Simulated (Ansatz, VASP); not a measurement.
**AlN in VASP and in Ansatz**

```
Al N
1.0
     3.38080    0.00000    0.00000
    -1.69040    2.92786    0.00000
     0.00000    0.00000    4.09980
Al N
2 2
Direct
  0.33333 0.66667 0.75000
  0.66667 0.33333 0.25000
  0.33333 0.66667 0.25000
  0.66667 0.33333 0.75000
```

Alike in both runs: task single point; functional PBEsol; k mesh 9 × 9 × 6; occupations gaussian, width 0.05 eV; no spin polarisation.

|  | VASP | Ansatz |
| --- | --- | --- |
| version | VASP 6.6.1 | Ansatz 0.2.0 |
| potentials or method | VASP PAW PBE potentials, release 64 (Al, N), cutoff 520 eV | scalar-relativistic, plane waves, PAW |
| valence electrons in the cell | 16 | 16 |

|  | VASP | Ansatz | Ansatz less VASP |
| --- | --- | --- | --- |
| gap on the k mesh at the Fermi level (eV) | 3.17 | 3.16 | -0.011 |
| least direct gap on the mesh (eV) | 3.17 | 3.16 | -0.011 |
| pressure (GPa) | -7.9 | -7.8 | +0.10 |
| traceless stress, the component that is largest in VASP (GPa) | 4.56 | 4.55 | -0.015 |

VASP's potentials were made for PBE, not for PBEsol.
